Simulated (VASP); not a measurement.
A run of VASP 6.6.1 is set up as follows.

INCAR

```
  PREC = Accurate
  ENCUT = 600
  EDIFF = 1E-6
  ISMEAR = 0
  SIGMA = 0.05
  LREAL = False
  LASPH = True
  NELM = 120
  ALGO = Normal
  ISIF = 2
  LWAVE = False
  LCHARG = False
  GGA = PE
  NBANDS = 11
  GGA_COMPAT = False
```

The input KPOINTS:

```
regular mesh
0
Gamma
  10 10 10
```

File POSCAR:

```
AlN
1.0
    0.0000000000      2.2015871043      2.2015871043
    2.2015871043      0.0000000000      2.2015871043
    2.2015871043      2.2015871043      0.0000000000
Al N
1 1
Direct
    0.0147374575     -0.0147374575     -0.0147374575
    0.7216113889      0.7783886111      0.7783886111
```

Potentials or basis: VASP PAW PBE potentials, release 64 (Al, N).

Run with:

```sh
$ cat potpaw_PBE.64/Al/POTCAR potpaw_PBE.64/N/POTCAR > POTCAR
$ mpirun -np 1 vasp_std > vasp.out
```

Q: Estimate the largest force.

A: 2.510 eV/Å.

Q: Estimate the pressure.

A: 3.7 GPa.

Q: What does it give for the band gap on the k mesh?

A: 2.83 eV, indirect (least direct gap 3.46 eV).

Forces on the atoms (eV/Å):
```
Al   2.510  0.000  0.000
N   -2.510  0.000  0.000
```

Caveat: the cell differs from its parent crystal (mode 4 (634.6 1/cm) frozen in, largest displacement +0.125 Å); forces of over 1 eV/Å act on the atoms, so gaps and moduli don't describe the material at rest. A k mesh can miss the band edges.
